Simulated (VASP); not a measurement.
A run of VASP 6.6.1 is set up as follows.

Contents of INCAR:

```
SYSTEM = TiSe2
PREC = Accurate ; ENCUT = 500
EDIFF = 1E-6 ; ISMEAR = 0
SIGMA = 0.1 ; LREAL = .False.
LASPH = .True. ; NELM = 120
ALGO = Normal ; ISIF = 2
LWAVE = .False. ; LCHARG = .False.
GGA = PE ; IVDW = 12
NBANDS = 19 ; GGA_COMPAT = .False.
```

KPOINTS

```
regular mesh
0
Gamma
  15 15 8
  0 0 0
```

Contents of POSCAR:

```
TiSe2
1.0
    3.4801456664     -0.0000002825      0.0000000000
   -1.7400725886      3.0138946972      0.0000000000
    0.0000000000      0.0000000000      5.8690955771
Ti Se
1 2
Direct
    0.0000000000      0.0000000000      0.0000000000
    0.3333333333      0.6666666667      0.2649470111
    0.6666666667      0.3333333333      0.7350529889
```

Potentials or basis: VASP PAW PBE potentials, release 64 (Ti_sv, Se).

Command:

```bash
$ cat potpaw_PBE.64/Ti_sv/POTCAR potpaw_PBE.64/Se/POTCAR > POTCAR
$ mpirun -np 1 vasp_std > vasp.out
```

(1) What does it give for the band gap on the k mesh?

(2) Estimate the pressure.

Results:

(1) zero (band 12 reaches 5.90 eV, above the bottom of band 13 at 5.15 eV).

(2) 0.1 GPa.

Caveat: pairwise dispersion overbinds metals, which lowers pressure and volume.
